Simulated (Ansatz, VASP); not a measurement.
# One calculation of Hg, two programs

```
Hg
1.0
     3.18625    0.00000    0.00000
    -1.59312    2.75937    0.00000
     0.00000    0.00000    5.16172
Hg
2
Cartesian
  0.0000 1.8396 1.2904
  1.5931 0.9198 3.8713
```

Alike in both runs: task relaxation of cell and atoms; functional LDA; k mesh 15 × 15 × 8; occupations fermi-dirac, width 0.05 eV; no spin polarisation.

|  | VASP | Ansatz |
| --- | --- | --- |
| version | VASP 6.6.1 | Ansatz 0.2.0 |
| potentials or method | VASP PAW LDA potentials, release 64 (Hg) | PAW with Ansatz's default frozen-core files, scalar-relativistic |
| plane-wave cutoff (eV) | 600 | 420 |
| valence electrons in the cell | 24 | 40 |

```tsv
	VASP	Ansatz	Ansatz less VASP
relaxed volume (Å³/atom)	22.40	22.11	-0.290
relaxed cell length with the largest relative difference (Å)	3.194	3.179	-0.0147
```

LDA's correlation is that of Perdew and Zunger in VASP and of Perdew and Wang (1992) in Ansatz. VASP's potentials hold 24 valence electrons a cell and Ansatz's 40, so a difference there can come from the potentials and not from the codes.

Neither program's run includes spin-orbit coupling.
